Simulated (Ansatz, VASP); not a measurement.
**Two plane-wave programs on V**

```
V
1.0
     1.42270    0.82140    3.92953
    -1.42270    0.82140    3.92953
     0.00000   -1.64280    3.92953
V
2
Direct
  0.25000 0.25000 0.25000
  0.75000 0.75000 0.75000
```

Alike in both runs: functional PBE; k mesh 6 × 6 × 6; occupations gaussian, width 0.1 eV; no spin polarisation.

Ansatz relaxed the structure, and its values are those at the end. VASP's run is a single point on that final structure, the one shown.

|  | VASP | Ansatz |
| --- | --- | --- |
| version | VASP 6.6.1 | Ansatz 0.2.0 |
| potentials or method | VASP PAW PBE potentials, release 64 (V_sv), cutoff 520 eV | scalar-relativistic, plane waves, PAW |
| valence electrons in the cell | 26 | 26 |

```tsv
	VASP	Ansatz	Ansatz less VASP
gap on the k mesh at the Fermi level (eV)	none	none	-
pressure (GPa)	0.3	0.1	-0.24
```

A gap of «none» marks a metal or a gap that the smearing closes.

The k mesh is coarse, so the values compare programs but aren't converged.
